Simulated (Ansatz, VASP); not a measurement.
**Zr in VASP and in Ansatz**

```
Zr
1.0
     3.36950    0.00000    0.00000
    -1.68475    2.91807    0.00000
     0.00000    0.00000    5.35592
Zr
2
Direct
  0.33333 0.66667 0.25000
  0.66667 0.33333 0.75000
```

Alike in both runs: task single point; functional r2SCAN; k mesh 18 × 18 × 10; occupations fermi-dirac, width 0.1 eV; no spin polarisation.

|  | VASP | Ansatz |
| --- | --- | --- |
| version | VASP 6.6.1 | Ansatz 0.2.0 |
| potentials or method | VASP PAW PBE potentials, release 64 (Zr_sv), cutoff 520 eV | plane waves (500 eV) with PAW, scalar-relativistic |
| valence electrons in the cell | 24 | 24 |

|  | VASP | Ansatz | Ansatz less VASP |
| --- | --- | --- | --- |
| pressure (GPa) | -8.9 | -8.9 | +0.01 |
| traceless stress, the component that is largest in VASP (GPa) | -0.20 | -0.20 | +0.005 |

VASP's potentials were made for PBE, not for r2SCAN. The functional is the same, so the differences come from potentials, cutoffs and numerics.
